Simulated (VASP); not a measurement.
Set up this calculation in VASP 6.6.1, as the native input.

| Item | Value |
| --- | --- |
| Task | relaxation of cell and atoms |
| Functional | RPBE |
| Potentials or basis | VASP PAW PBE potentials, release 64 (Lu) |
| Cutoff | 600 eV |
| k mesh | 11 × 11 × 11 |
| Occupations | fermi-dirac, width 0.1 eV |
| Spin | no spin polarisation |
| Dipole correction | no |
| Further INCAR settings | ALGO = Normal; EDIFF = 1e-06; IBRION = 2; EDIFFG = -0.01; NSW = 80; ISIF = 3 |

The structure of Lu lies in POSCAR:

```
Lu
1.0
   -1.9464185914      1.9464185914      1.9464185914
    1.9464185914     -1.9464185914      1.9464185914
    1.9464185914      1.9464185914     -1.9464185914
Lu
1
Direct
    0.0000000000      0.0000000000      0.0000000000
```

These files were run (other wordings do the same):

INCAR

```
PREC = Accurate
ENCUT = 600
EDIFF = 1E-6
ISMEAR = -1
SIGMA = 0.1
LREAL = False
LASPH = True
NELM = 60
ALGO = Normal
ISIF = 3
LWAVE = False
LCHARG = False
GGA = RP
IBRION = 2
NSW = 80
EDIFFG = -0.01
```

KPOINTS

```
regular mesh
0
Gamma
  11 11 11
```

Potentials or basis: VASP PAW PBE potentials, release 64 (Lu).

Command:

```bash
$ cat potpaw_PBE.64/Lu/POTCAR > POTCAR
$ mpirun -np 1 vasp_std > vasp.out
```

It gave:

The relaxed volume is 31.19 Å³/atom, the relaxed cell is a = 3.435 Å, b = 3.435 Å, c = 3.435 Å, α = 109.47°, β = 109.47°, γ = 109.47° and the space group after relaxing (to 0.05 Å) is Im-3m (No. 229). The energy gained by relaxing is 13.2 meV/atom and the ionic steps are 3. The pressure after relaxing is 0.0 GPa.

Caveat: the PAW data sets were made with another functional, which shifts forces and pressure a little.

Run time: 72 s on 1 thread of Intel(R) Xeon(R) Platinum 8259CL CPU @ 2.50GHz (Skylake/Cascade Lake), with other jobs on the host, peak memory 0.19 GiB.
